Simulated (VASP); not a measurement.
Be, 2 atoms in the cell. Symmetry: P6_3/mmc, No. 194, hexagonal system. Conventional cell: a = 2.190 Å, b = 2.190 Å, c = 3.462 Å, α = 90.00°, β = 90.00°, γ = 120.00°. Within 2.8 Å of Be (site symmetry -6m2) lie 12 Be at 2.14 to 2.19 Å. 

```yaml
Program: VASP 6.6.1
Task: relaxation of shape and atoms at fixed volume
Functional: PBE
Potentials_or_basis: VASP PAW PBE potentials, release 64 (Be)
Cutoff: 600 eV
k_mesh: 21 × 21 × 12
Occupations: gaussian, width 0.1 eV
Spin: no spin polarisation
Dipole_correction: no
Further_INCAR_settings: ALGO = Normal; EDIFF = 1e-07; IBRION = 2; EDIFFG = -0.01; NSW = 50; ISIF = 4
```

Potentials or basis: VASP PAW PBE potentials, release 64 (Be).

The run is started by

```bash
$ cat potpaw_PBE.64/Be/POTCAR > POTCAR
$ mpirun -np 1 vasp_std > vasp.out
```

Hardware: 1 thread of Intel(R) Xeon(R) Platinum 8488C (Sapphire Rapids), with other jobs on the host.

Task: Estimate the wall time of this run.

Result: Run time: 25 s on 1 thread of Intel(R) Xeon(R) Platinum 8488C (Sapphire Rapids), on a shared host, peak memory 0.14 GiB. Counts: scf iterations 14, k points 336, ion steps 2.
